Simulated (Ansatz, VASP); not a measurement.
# Two plane-wave programs on Ru

```
Ru
1.0
     4.15473    0.00000    0.00000
    -2.07737    3.59810    0.00000
     0.00000    0.00000    4.74323
Ru
4
Cartesian
  0.0000 0.0000 1.1858
  0.0000 0.0000 3.5574
  0.0000 2.3987 3.5574
  2.0774 1.1994 1.1858
```

Alike in both runs: functional PBE; k mesh 6 × 6 × 4; occupations gaussian, width 0.1 eV; no spin polarisation.

Ansatz relaxed the structure, and its values are those at the end. VASP's run is a single point on that final structure, the one shown.

|  | VASP | Ansatz |
| --- | --- | --- |
| version | VASP 6.6.1 | Ansatz 0.2.0 |
| potentials or method | VASP PAW PBE potentials, release 64 (Ru_pv), cutoff 520 eV | scalar-relativistic, plane waves, PAW |
| valence electrons in the cell | 56 | 64 |

```csv
,VASP,Ansatz,Ansatz less VASP
gap on the k mesh at the Fermi level (eV),none,none,-
pressure (GPa),0.3,0.1,-0.22
```

A gap of «none» marks a metal or a gap that the smearing closes. With one functional, cell and mesh, what is left measures potentials, basis and numerics. VASP's potentials hold 56 valence electrons a cell and Ansatz's 64, so a difference there can come from the potentials and not from the codes.
